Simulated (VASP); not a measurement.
# Bi2Te3 (R-3m) in VASP: a series of runs

Runs on Bi2Te3. Level: PBEsol. Tasks: single point.

Program: VASP 6.6.1. These are calculated values, not measurements. Logs are shortened: lines on timing, memory, paths and dates and some standing lists are left out, and cuts for length are marked.

## 1. The cell of the first run

It takes space group R-3m (No. 166, trigonal). Conventional cell: a = 4.296 Å, b = 4.296 Å, c = 29.874 Å, α = 90.00°, β = 90.00°, γ = 120.00°. Within 4.0 Å of Bi (site symmetry 3m) lie 6 Te at 3.01 to 3.18 Å. Te (site symmetry -3m) has 6 Bi at 3.18 Å and 12 Te at 4.30 to 4.45 Å within 4.5 Å. Te (site symmetry 3m) has 3 Bi at 3.01 Å and 3 Te at 3.56 Å within 4.0 Å.

## 2. Single point, PBEsol (31.84 Å³/atom)

INCAR reads:

```
PREC = Accurate ; ENCUT = 520
EDIFF = 1E-7 ; ISMEAR = -1
SIGMA = 0.08 ; LREAL = False
LASPH = True ; NELM = 80
ALGO = Normal ; ISIF = 2
LWAVE = False ; LCHARG = False
GGA = PS ; NBANDS = 32
```

KPOINTS reads:

```
regular mesh
0
Gamma
  7 7 7
```

POSCAR reads:

```
Bi2Te3
1.0
    2.1482328834      1.2402828335      9.9581491178
   -2.1482328834      1.2402828335      9.9581491178
    0.0000000000     -2.4805656670      9.9581491178
Bi Te
2 3
Direct
    0.4000000000      0.4000000000      0.4000000000
    0.6000000000      0.6000000000      0.6000000000
    0.0000000000      0.0000000000      0.0000000000
    0.2095000000      0.2095000000      0.2095000000
    0.7905000000      0.7905000000      0.7905000000
```

Potentials or basis: VASP PAW PBE potentials, release 64 (Bi_d, Te).

Command:

```
$ cat potpaw_PBE.64/Bi_d/POTCAR potpaw_PBE.64/Te/POTCAR > POTCAR
$ mpirun -np 1 vasp_std > vasp.out
```

OUTCAR:

```text
PREC = Accurate
   ENCUT = 520
   EDIFF = 1E-7
   ISMEAR = -1
   LREAL = False
   LASPH = True
   NELM = 80
   ISIF = 2
   GGA = PS

 ion  position               nearest neighbor table
   1  0.400  0.400  0.400-   5 3.01   5 3.01   5 3.01   3 3.18   3 3.18   3 3.18
   2  0.600  0.600  0.600-   4 3.01   4 3.01   4 3.01   3 3.18   3 3.18   3 3.18
   3  0.000  0.000  0.000-   2 3.18   1 3.18   2 3.18   2 3.18   1 3.18   1 3.18
   4  0.209  0.209  0.209-   2 3.01   2 3.01   2 3.01   5 3.56   5 3.56   5 3.56
   5  0.791  0.791  0.791-   1 3.01   1 3.01   1 3.01   4 3.56   4 3.56   4 3.56

  LATTYP: Found a trigonal (rhomboedric) cell.
 ALAT       =    10.2624529173
 COS(alpha) =     0.9123624232

  Lattice vectors:

 A1 = (   2.1482328834,   1.2402828335,   9.9581491178)
 A2 = (  -2.1482328834,   1.2402828335,   9.9581491178)
 A3 = (   0.0000000000,  -2.4805656670,   9.9581491178)

Analysis of symmetry for initial positions (statically):
=====================================================================
 Subroutine PRICEL returns:
 Original cell was already a primitive cell.

 Routine SETGRP: Setting up the symmetry group for a
 trigonal (rhombohedral) supercell.

 Subroutine GETGRP returns: Found 12 space group operations
 (whereof 12 operations were pure point group operations)
 out of a pool of 12 trial point group operations.

The static configuration has the point symmetry D_3d.

Analysis of symmetry for dynamics (positions and initial velocities):
=====================================================================
 Subroutine PRICEL returns:
 Original cell was already a primitive cell.

 Routine SETGRP: Setting up the symmetry group for a
 trigonal (rhombohedral) supercell.

 Subroutine GETGRP returns: Found 12 space group operations
 (whereof 12 operations were pure point group operations)
 out of a pool of 12 trial point group operations.

The dynamic configuration has the point symmetry D_3d.

 Subroutine INISYM returns: Found 12 space group operations
 (whereof 12 operations are pure point group operations),
 and found     1 'primitive' translations

----------------------------------------------------------------------------------------

                                     Primitive cell

  volume of cell :     159.1959

  direct lattice vectors                    reciprocal lattice vectors
     2.148232883  1.240282834  9.958149118     0.232749440  0.134377952  0.033473423
    -2.148232883  1.240282834  9.958149118    -0.232749440  0.134377952  0.033473423
     0.000000000 -2.480565667  9.958149118     0.000000000 -0.268755903  0.033473423

  length of vectors
    10.262452917 10.262452917 10.262452917     0.270832431  0.270832431  0.270832431

  position of ions in fractional coordinates (direct lattice)
     0.400000000  0.400000000  0.400000000
     0.600000000  0.600000000  0.600000000
     0.000000000  0.000000000  0.000000000
     0.209500000  0.209500000  0.209500000
     0.790500000  0.790500000  0.790500000

  ion indices of the primitive-cell ions
   primitive index   ion index
                 1           1
                 2           2
                 3           3
                 4           4
                 5           5

----------------------------------------------------------------------------------------

 KPOINTS: regular mesh

Automatic generation of k-mesh.
 Grid dimensions read from file:
 generate k-points for:    7    7    7

 Generating k-lattice:

  Cartesian coordinates                     Fractional coordinates (reciprocal lattice)
     0.033249920  0.019196850  0.004781918     0.142857143  0.000000000  0.000000000
    -0.033249920  0.019196850  0.004781918     0.000000000  0.142857143  0.000000000
     0.000000000 -0.038393700  0.004781918     0.000000000  0.000000000  0.142857143

  Length of vectors
     0.038690347  0.038690347  0.038690347

  Shift w.r.t. Gamma in fractional coordinates (k-lattice)
     0.000000000  0.000000000  0.000000000

 Subroutine IBZKPT returns following result:
 ===========================================

 Found     44 irreducible k-points:

 Following reciprocal coordinates:
            Coordinates               Weight
  0.000000  0.000000  0.000000      1.000000
  0.142857  0.000000  0.000000      6.000000
  0.285714  0.000000  0.000000      6.000000
  0.428571  0.000000  0.000000      6.000000
  0.142857  0.142857  0.000000      6.000000
  0.285714  0.142857  0.000000     12.000000
[... 16 lines left out ...]
  0.285714  0.285714  0.142857      6.000000
  0.428571  0.285714  0.142857     12.000000
 [... further k-points ...]
   k-points           NKPTS =     44   k-points in BZ     NKDIM =     44   number of bands    NBANDS=     32
   number of dos      NEDOS =    301   number of ions     NIONS =      5
   total plane-waves  NPLWV = 512000
   dimension x,y,z NGX =    80 NGY =   80 NGZ =   80
   dimension x,y,z NGXF=   160 NGYF=  160 NGZF=  160
   ions per type =               2   3
   NGX,Y,Z   is equivalent  to a cutoff of  12.96, 12.96, 12.96 a.u.
   NGXF,Y,Z  is equivalent  to a cutoff of  25.92, 25.92, 25.92 a.u.
 SYSTEM =  unknown system
   PREC   = accura    normal or accurate (medium, high low for compatibility)
   ISTART =      0    job   : 0-new  1-cont  2-samecut
   ICHARG =      2    charge: 1-file 2-atom 10-const
   ISPIN  =      1    spin polarized calculation?
   LNONCOLLINEAR =      F non collinear calculations
   LSORBIT =      F    spin-orbit coupling
   LASPH  =      T    aspherical Exc in radial PAW
   ENCUT  =  520.0 eV  38.22 Ry    6.18 a.u.  19.08 19.08 19.08*2*pi/ulx,y,z
   NELM   =     80;   NELMIN=  2; NELMDL= -5     # of ELM steps
   EDIFF  = 0.1E-06   stopping-criterion for ELM
   LREAL  =      F    real-space projection
   EDIFFG = 0.1E-05   stopping-criterion for IOM
   NSW    =      0    number of steps for IOM
   IBRION =     -1    ionic relax: 0-MD 1-quasi-New 2-CG
   NFREE  =      0    steps in history (QN), initial steepest desc. (CG)
   ISIF   =      2    stress and relaxation
   ISYM   =      2    0-nonsym 1-usesym 2-fastsym
   POTIM  = 0.5000    time-step for ionic-motion
   TEBEG  =    0.0;   TEEND  =   0.0 temperature during run
   PSTRESS=    0.0 pullay stress
   NELECT =      48.0000    total number of electrons
   NUPDOWN=      -1.0000    fix difference up-down
   EMIN   =  10.00;   EMAX   =-10.00  energy-range for DOS
   EFERMI =   0.00;   METHOD = LEGACY
   ISMEAR =    -1;   SIGMA  =   0.08  broadening in eV -4-tet -1-fermi 0-gaus
   EFERMI_NEDOS =   21; number of points for ismear=-14 and -15
   IALGO  =     38    algorithm
   IMIX   =      4    mixing-type and parameters
     AMIX     =   0.40;   BMIX     =  1.00
     AMIX_MAG =   1.60;   BMIX_MAG =  1.00
  volume/ion in A,a.u.               =      31.84       214.86
  Fermi-wavevector in a.u.,A,eV,Ry     =   1.097770  2.074484 16.396359  1.205098
  Thomas-Fermi vector in A             =   2.234136
   LORBIT       =      0    0 simple, 1 ext, 2 COOP (PROOUT), +10 PAW based schemes
   GGA     = PS    functional components
   LHFCALC =     F    Hartree Fock is set to
   AEXX    =    0.0000 exact exchange contribution
   IVDW    =     0    specifies the selected vdW correction
   LEPSILON=     F    determine dielectric tensor
   LRPA    =     F    only Hartree local field effects (RPA)
 non-spin polarized calculation
  energy-cutoff  :      520.00
  volume of cell :      159.20
 maximum number of plane-waves:      4310
 NGX is ok and might be reduce to    80
   NGX = 39   NGY = 39   NGZ = 39

 number of electron      48.0000003 magnetization

 Free energy of the ion-electron system (eV)
  ---------------------------------------------------
  ext. energy  EPLUGINS =         0.00000000
  ---------------------------------------------------
  free energy    TOTEN  =       -20.21921963 eV

  energy without entropy =      -20.21742150  energy(sigma->0) =      -20.21832057

 E-fermi :   7.0255     XC(G=0):  -9.7675

 val. band max:        6.9300150449   @ k =   0.0000   0.0000   0.0000
 cond. band min:       7.1158212257   @ k =   0.0000   0.0000   0.0000
 fundamental gap:      0.1858061809
 Fermi energy:         7.0254671450

 k-point     1 :       0.0000    0.0000    0.0000
  band No.  band energies     occupation
      1     -16.3181      2.00000
      2     -16.3181      2.00000
      3     -16.3160      2.00000
      4     -16.3160      2.00000
      5     -16.3026      2.00000
      6     -16.3008      2.00000
[... 24 lines left out ...]
     31      11.4963      0.00000
     32      12.0528      0.00000

 k-point     2 :       0.1429    0.0000    0.0000
  band No.  band energies     occupation
      1     -16.3207      2.00000
      2     -16.3182      2.00000
      3     -16.3159      2.00000
      4     -16.3138      2.00000
      5     -16.3012      2.00000
      6     -16.2995      2.00000
[... 24 lines left out ...]
     31      10.9368      0.00000
     32      11.6225      0.00000

 k-point     3 :       0.2857    0.0000    0.0000
  band No.  band energies     occupation
      1     -16.3273      2.00000
      2     -16.3238      2.00000
      3     -16.3127      2.00000
      4     -16.3101      2.00000
      5     -16.3032      2.00000
      6     -16.3003      2.00000
[... 24 lines left out ...]
     31      11.1892      0.00000
     32      12.2185      0.00000

 k-point     4 :       0.4286    0.0000    0.0000
  band No.  band energies     occupation
      1     -16.3329      2.00000
      2     -16.3287      2.00000
      3     -16.3119      2.00000
      4     -16.3083      2.00000
      5     -16.3052      2.00000
      6     -16.3022      2.00000
[... 654 lines left out ...]
     31      10.8050      0.00000
     32      12.4126      0.00000

 k-point    23 :       0.2857    0.2857    0.1429
  band No.  band energies     occupation
      1     -16.3207      2.00000
      2     -16.3182      2.00000
      3     -16.3159      2.00000
      4     -16.3138      2.00000
      5     -16.3012      2.00000
      6     -16.2995      2.00000
[... 24 lines left out ...]
     31      11.2651      0.00000
     32      11.5782      0.00000

 k-point    24 :       0.4286    0.2857    0.1429
  band No.  band energies     occupation
      1     -16.3239      2.00000
      2     -16.3218      2.00000
      3     -16.3131      2.00000
      4     -16.3130      2.00000
      5     -16.3005      2.00000
      6     -16.3000      2.00000
[... 24 lines left out ...]
     31      11.0559      0.00000
     32      11.1307      0.00000

 [... further k-points ...]

------------------------ aborting loop because EDIFF is reached ----------------------------------------

  FORCE on cell =-STRESS in cart. coord.  units (eV):
  Direction    XX          YY          ZZ          XY          YZ          ZX
  --------------------------------------------------------------------------------------
  -------------------------------------------------------------------------------------
  Total        3.0548510      3.0548510      2.9869174      0.0000000     -0.0000000      0.0000000
  in kB       30.7445861     30.7445861     30.0608894      0.0000000     -0.0000000      0.0000000
  external PRESSURE =      30.5166872 kB  Pullay stress =       0.0000000 kB

 VOLUME and BASIS-vectors are now :
 -----------------------------------------------------------------------------
  energy-cutoff  :      520.00
  volume of cell :      159.20
      direct lattice vectors                 reciprocal lattice vectors
     2.148232883  1.240282834  9.958149118     0.232749440  0.134377952  0.033473423
    -2.148232883  1.240282834  9.958149118    -0.232749440  0.134377952  0.033473423
     0.000000000 -2.480565667  9.958149118     0.000000000 -0.268755903  0.033473423

 POSITION                                       TOTAL-FORCE (eV/Angst)
 -----------------------------------------------------------------------------------
      0.00000      0.00000     11.94978         0.000000      0.000000     -0.132048
      0.00000      0.00000     17.92467         0.000000      0.000000      0.132048
      0.00000      0.00000      0.00000         0.000000      0.000000     -0.000000
      0.00000      0.00000      6.25870         0.000000      0.000000     -0.315602
      0.00000      0.00000     23.61575         0.000000     -0.000000      0.315602
 -----------------------------------------------------------------------------------
    total drift:                               -0.000000     -0.000000     -0.000000

  FREE ENERGIE OF THE ION-ELECTRON SYSTEM (eV)
  ---------------------------------------------------
  free  energy   TOTEN  =       -20.2192196315 eV

  energy  without entropy=      -20.2174215026  energy(sigma->0) =      -20.21832057
```

Wall time 23 min (1 thread of Intel Xeon 8259CL, shared host); peak memory 0.97 GiB.

Results:

| Property | Result |
| --- | --- |
| Free energy | -20.2192 eV |
| Pressure | 3.1 GPa |
| Largest force | 0.316 eV/Å |
| Band gap on the k mesh | 0.19 eV |

Forces in eV/Å, atoms in the order of the input:
```
Bi   0.000  0.000 -0.132
Bi   0.000  0.000  0.132
Te   0.000  0.000  0.000
Te   0.000  0.000 -0.316
Te   0.000  0.000  0.316
```

Caveat: the cell stands under pressure; the PAW data sets were made with another functional, which shifts forces and pressure a little; spin-orbit coupling is left out, which moves the levels of the heavy elements. A k mesh can miss the band edges.

## 3. Single point, PBEsol (33.19 Å³/atom)

This run uses another cell than the first one, of 33.19 Å³/atom.

INCAR reads:

```
SYSTEM = Bi2Te3
PREC     = Accurate       ! precision mode
ENCUT    = 520            ! plane-wave cutoff, eV
EDIFF    = 1E-7           ! SCF threshold, eV
ISMEAR   = -1             ! smearing method
SIGMA    = 0.08           ! smearing width, eV
LREAL    = .FALSE.        ! projectors in reciprocal space
LASPH    = .TRUE.         ! aspherical terms in the spheres
NELM     = 100            ! most SCF steps
ALGO     = Normal         ! electronic algorithm
ISIF     = 2              ! what is computed and relaxed
LWAVE    = .FALSE.        ! write WAVECAR
LCHARG   = .FALSE.        ! write CHGCAR
GGA      = PS             ! functional
NBANDS   = 32             ! bands
```

KPOINTS reads:

```
Automatic mesh
0
G
  7 7 7
  0 0 0
```

POSCAR, as its differences from that of step 2:

```diff
@@ -2,5 +2,5 @@
 1.0
-    2.1482328834      1.2402828335      9.9581491178
-   -2.1482328834      1.2402828335      9.9581491178
-    0.0000000000     -2.4805656670      9.9581491178
+    2.1782819904      1.2576316935     10.0974419711
+   -2.1782819904      1.2576316935     10.0974419711
+    0.0000000000     -2.5152633870     10.0974419711
 Bi Te
```

Potentials or basis: VASP PAW PBE potentials, release 64 (Bi_d, Te).

Command:

```
$ cat potpaw_PBE.64/Bi_d/POTCAR potpaw_PBE.64/Te/POTCAR > POTCAR
$ mpirun -np 1 vasp_std > vasp.out
```

OUTCAR:

```text
SYSTEM = Bi2Te3
   PREC = Accurate
   ENCUT = 520
   EDIFF = 1E-7
   ISMEAR = -1
   LREAL = .FALSE.
   LASPH = .TRUE.
   NELM = 100
   ISIF = 2
   GGA = PS

 ion  position               nearest neighbor table
   1  0.400  0.400  0.400-   5 3.05   5 3.05   5 3.05   3 3.23   3 3.23   3 3.23
   2  0.600  0.600  0.600-   4 3.05   4 3.05   4 3.05   3 3.23   3 3.23   3 3.23
   3  0.000  0.000  0.000-   2 3.23   1 3.23   2 3.23   2 3.23   1 3.23   1 3.23
   4  0.209  0.209  0.209-   2 3.05   2 3.05   2 3.05   5 3.61   5 3.61   5 3.61
[... 1045 lines left out ...]
  --------------------------------------------------------------------------------------
  -------------------------------------------------------------------------------------
  Total        0.5950380      0.5950380      0.3495192      0.0000000      0.0000000      0.0000000
  in kB        5.7441413      5.7441413      3.3740491      0.0000000      0.0000000      0.0000000
  external PRESSURE =       4.9541106 kB  Pullay stress =       0.0000000 kB

 VOLUME and BASIS-vectors are now :
 -----------------------------------------------------------------------------
  energy-cutoff  :      520.00
  volume of cell :      165.97
      direct lattice vectors                 reciprocal lattice vectors
     2.178281990  1.257631694 10.097441971     0.229538693  0.132524226  0.033011661
    -2.178281990  1.257631694 10.097441971    -0.229538693  0.132524226  0.033011661
     0.000000000 -2.515263387 10.097441971     0.000000000 -0.265048452  0.033011661

 POSITION                                       TOTAL-FORCE (eV/Angst)
 -----------------------------------------------------------------------------------
      0.00000      0.00000     12.11693         0.000000     -0.000000     -0.017155
      0.00000      0.00000     18.17540         0.000000      0.000000      0.017155
      0.00000      0.00000      0.00000         0.000000     -0.000000     -0.000000
      0.00000      0.00000      6.34624         0.000000      0.000000     -0.029954
      0.00000      0.00000     23.94608         0.000000      0.000000      0.029954
 -----------------------------------------------------------------------------------
    total drift:                               -0.000000     -0.000000     -0.000000

  FREE ENERGIE OF THE ION-ELECTRON SYSTEM (eV)
  ---------------------------------------------------
  free  energy   TOTEN  =       -20.2936965847 eV

  energy  without entropy=      -20.2919977740  energy(sigma->0) =      -20.29284718
```

OSZICAR:

```text
N       E                     dE             d eps       ncg     rms          rms(c)
DAV:   1     0.433934507118E+03    0.43393E+03   -0.21716E+04  2816   0.146E+03
DAV:   2     0.263295769459E+02   -0.40760E+03   -0.39185E+03  2888   0.379E+02
DAV:   3    -0.185620530137E+02   -0.44892E+02   -0.42918E+02  3680   0.137E+02
DAV:   4    -0.204611519608E+02   -0.18991E+01   -0.18917E+01  3144   0.297E+01
DAV:   5    -0.205520270118E+02   -0.90875E-01   -0.90866E-01  4136   0.657E+00    0.815E+00
DAV:   6    -0.202961405339E+02    0.25589E+00   -0.31199E-01  3808   0.448E+00    0.586E+00
DAV:   7    -0.202966795089E+02   -0.53897E-03   -0.20363E-01  3552   0.210E+00    0.874E-01
DAV:   8    -0.202941118937E+02    0.25676E-02   -0.29095E-02  3184   0.103E+00    0.521E-01
DAV:   9    -0.202935961322E+02    0.51576E-03   -0.33180E-03  3424   0.378E-01    0.345E-01
DAV:  10    -0.202936968542E+02   -0.10072E-03   -0.80149E-04  3024   0.155E-01    0.639E-02
DAV:  11    -0.202936945039E+02    0.23503E-05   -0.52364E-05  3504   0.513E-02    0.293E-02
DAV:  12    -0.202936974485E+02   -0.29446E-05   -0.25810E-05  3544   0.203E-02    0.217E-02
DAV:  13    -0.202936965357E+02    0.91274E-06   -0.20047E-06  2760   0.776E-03    0.533E-03
DAV:  14    -0.202936965847E+02   -0.48932E-07   -0.55953E-07  3000   0.402E-03
   1 F= -.20293697E+02 E0= -.20292847E+02  d E =-.169881E-02
```

stdout:

```text
POSCAR found type information on POSCAR BiTe
 POSCAR found :  2 types and       5 ions
 scaLAPACK will be used
 -----------------------------------------------------------------------------
|                                                                             |
|                                                                             |
|     You enforced a specific xc type in the INCAR file but a different       |
|     I HOPE YOU KNOW WHAT YOU ARE DOING!                                     |
|                                                                             |
 -----------------------------------------------------------------------------

 LDA part: xc-table for (Slater+PW92), standard interpolation
 POSCAR, INCAR and KPOINTS ok, starting setup
 FFT: planning ... GRIDC
 FFT: planning ... GRID_SOFT
 FFT: planning ... GRID
 WAVECAR not read
 entering main loop
```

It took 20 min on 1 thread of Intel Xeon 8259CL, shared host; peak memory 1 GiB.

Results:

- Free energy: -20.2937 eV
- Pressure: 0.5 GPa
- Largest force: 0.030 eV/Å
- Band gap on the k mesh: 0.21 eV

Forces in eV/Å, atoms in the order of the input:
```
Bi   0.000  0.000 -0.017
Bi   0.000  0.000  0.017
Te   0.000  0.000  0.000
Te   0.000  0.000 -0.030
Te   0.000  0.000  0.030
```

Levels at points of the mesh, in eV from the valence-band top:
| k point | band 22 | band 23 | band 24 | band 25 | band 26 | band 27 |
| --- | --- | --- | --- | --- | --- | --- |
| (0.00, 0.00, 0.00) | -0.91 | -0.91 | 0.00 | 0.21 | 0.60 | 0.60 |

Caveat: the PAW data sets were made with another functional, which shifts forces and pressure a little; spin-orbit coupling is left out, which moves the levels of the heavy elements.

(Part 1 of 2 ends here.)
